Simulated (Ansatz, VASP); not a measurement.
**K3S3Br: VASP beside Ansatz**

```
CELL_PARAMETERS angstrom
6.13149 0.00000 0.00000
0.00000 6.13149 0.00000
0.00000 0.00000 6.13149
ATOMIC_POSITIONS crystal
K 0.00000 0.00000 0.50000
K 0.50000 0.00000 0.00000
K 0.00000 0.50000 0.00000
S 0.00000 0.50000 0.50000
S 0.50000 0.00000 0.50000
S 0.50000 0.50000 0.00000
Br 0.50000 0.50000 0.50000
```

Change from the starting cell: species swapped into the La3GaBr3 type (Pm-3m, No. 221).

Alike in both runs: task single point; functional PBE; k mesh 4 × 4 × 4; occupations gaussian, width 0.1 eV; no spin polarisation.

|  | VASP | Ansatz |
| --- | --- | --- |
| version | VASP 6.6.1 | Ansatz 0.2.0 |
| potentials or method | VASP PAW PBE potentials, release 64 (K_sv, S, Br), cutoff 520 eV | scalar-relativistic, plane waves, PAW |
| valence electrons in the cell | 52 | 52 |

|  | VASP | Ansatz | Ansatz less VASP |
| --- | --- | --- | --- |
| gap on the k mesh at the Fermi level (eV) | none | none | - |
| pressure (GPa) | -0.3 | -0.3 | -0.04 |

A gap of «none» marks a metal or a gap that the smearing closes.
